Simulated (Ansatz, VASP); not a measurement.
**One calculation of SiO2, two programs**

```xyz
18
Lattice="10.0577 0.0000 0.0000 0.0000 5.0275 0.0000 0.0000 0.0000 6.2163" Properties=species:S:1:pos:R:3 pbc="T T T"
Si    4.0614    2.5137    1.2964
Si    5.9964    2.5137    4.9199
Si    9.0903    2.5137    4.9199
Si    0.9675    2.5137    1.2964
Si    0.0000    0.0000    3.1081
Si    5.0289    0.0000    3.1081
O     5.0289    2.5137    0.0000
O     2.5144    2.5137    0.7831
O     4.3212    1.1632    2.1503
O     4.3212    3.8643    2.1503
O     7.5433    2.5137    5.4332
O     5.7365    1.1632    4.0660
O     5.7365    3.8643    4.0660
O     0.0000    2.5137    0.0000
O     9.3501    1.1632    4.0660
O     9.3501    3.8643    4.0660
O     0.7076    1.1632    2.1503
O     0.7076    3.8643    2.1503
```

Alike in both runs: functional PBE; k mesh 2 × 4 × 4; occupations gaussian, width 0.1 eV; no spin polarisation.

Ansatz relaxed the structure, and its values are those at the end. VASP's run is a single point on that final structure, the one shown.

```csv
,VASP,Ansatz
version,VASP 6.6.1,Ansatz 0.2.0
potentials or method,"VASP PAW PBE potentials, release 64 (Si, O), cutoff 520 eV","scalar-relativistic, plane waves, PAW"
valence electrons in the cell,96,96
```

VASP gave:

- gap on the k mesh at the Fermi level (eV): 2.80
- least direct gap on the mesh (eV): 2.83
- pressure (GPa): 0.0
- rms of the force components (eV/Å): 0.003

What did Ansatz give for the same quantities?

gap on the k mesh at the Fermi level (eV): 2.81; least direct gap on the mesh (eV): 2.84; pressure (GPa): 0.0; rms of the force components (eV/Å): 0.006.
